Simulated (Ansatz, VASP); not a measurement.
## Two plane-wave programs on SiO2

```
CELL_PARAMETERS angstrom
4.20410 0.00000 0.00000
0.00000 4.20410 0.00000
0.00000 0.00000 2.60910
ATOMIC_POSITIONS crystal
Si 0.50000 0.50000 0.50000
Si 0.00000 0.00000 0.00000
O 0.69301 0.69301 0.00000
O 0.19301 0.80699 0.50000
O 0.30699 0.30699 0.00000
O 0.80699 0.19301 0.50000
```

Alike in both runs: task single point; functional PBE; k mesh 6 × 6 × 8; occupations gaussian, width 0.05 eV; no spin polarisation.

|  | VASP | Ansatz |
| --- | --- | --- |
| version | VASP 6.6.1 | Ansatz 0.2.0 |
| potentials or method | VASP PAW PBE potentials, release 64 (Si, O), cutoff 520 eV | scalar-relativistic, plane waves, PAW |
| valence electrons in the cell | 32 | 32 |

Ansatz gave:

| Quantity | Value |
| --- | --- |
| gap on the k mesh at the Fermi level (eV) | 5.95 |
| least direct gap on the mesh (eV) | 5.95 |
| pressure (GPa) | 16.4 |
| traceless stress, the component that is largest in VASP (GPa) | 10.16 |
| rms of the force components (eV/Å) | 0.099 |

Estimate VASP's values.

gap on the k mesh at the Fermi level (eV): 5.93; least direct gap on the mesh (eV): 5.93; pressure (GPa): 16.7; traceless stress, the component that is largest in VASP (GPa): 10.79; rms of the force components (eV/Å): 0.112.

Atom by atom the forces differ by 0.014 eV/Å (rms over components). The functional is the same, so the differences come from potentials, cutoffs and numerics.
